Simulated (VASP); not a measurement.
Here is a VASP 6.6.1 calculation.

POSCAR

```
CaO
1.0
   -0.0326066816      2.3649434329      2.3649434329
    2.3649434329     -0.0326066816      2.3649434329
    2.3649434329      2.3649434329     -0.0326066816
Ca O
1 1
Direct
    0.0000000000      0.0000000000      0.0000000000
    0.5000000000      0.5000000000      0.5000000000
```

The input INCAR.step1:

```
SYSTEM = CaO
PREC     = Accurate       ! precision mode
ENCUT    = 520            ! plane-wave cutoff, eV
ISMEAR   = 0              ! smearing method
SIGMA    = 0.01           ! smearing width, eV
LREAL    = .False.        ! projectors in reciprocal space
LASPH    = .True.         ! aspherical terms in the spheres
NELM     = 60             ! most SCF steps
NBANDS   = 15             ! bands
GGA      = PE             ! functional
ALGO     = Normal         ! electronic algorithm
EDIFF    = 1E-4           ! SCF threshold, eV
LWAVE    = .True.         ! write WAVECAR
LCHARG   = .False.        ! write CHGCAR
```

INCAR.step2

```
SYSTEM = CaO
PREC     = Accurate       ! precision mode
ENCUT    = 520            ! plane-wave cutoff, eV
EDIFF    = 1E-7           ! SCF threshold, eV
ISMEAR   = 0              ! smearing method
SIGMA    = 0.01           ! smearing width, eV
LREAL    = .False.        ! projectors in reciprocal space
LASPH    = .True.         ! aspherical terms in the spheres
NELM     = 60             ! most SCF steps
ALGO     = Normal         ! electronic algorithm
ISIF     = 2              ! what is computed and relaxed
LWAVE    = .False.        ! write WAVECAR
LCHARG   = .True.         ! write CHGCAR
METAGGA  = R2SCAN         ! meta-GGA
LMIXTAU  = .True.       
LELF     = .True.         ! ELF
LVHAR    = .True.       
NBANDS   = 15             ! bands
ISTART   = 1
```

Contents of KPOINTS:

```
regular mesh
0
Gamma
  10 10 10
  0 0 0
```

Potentials or basis: VASP PAW PBE potentials, release 64 (Ca_sv, O).

Run with:

```sh
$ cat potpaw_PBE.64/Ca_sv/POTCAR potpaw_PBE.64/O/POTCAR > POTCAR
$ cp INCAR.step1 INCAR
$ mpirun -np 1 vasp_std > vasp.out
$ cp INCAR.step2 INCAR
$ mpirun -np 1 vasp_std > vasp.out
```

**Question.** Estimate the pressure.

**Answer.** 3.7 GPa.

**Question.** What does it give for the band gap on the k mesh?

**Answer.** 4.13 eV, indirect (least direct gap 4.51 eV).

Stress tensor (GPa, compression positive):
```
3.66 1.04 1.04
1.04 3.66 1.04
1.04 1.04 3.66
```

Caveat: the cell differs from its parent crystal (strain along [111] -2.0%); the PAW data sets were made with another functional, which shifts forces and pressure a little. A k mesh can miss the band edges.
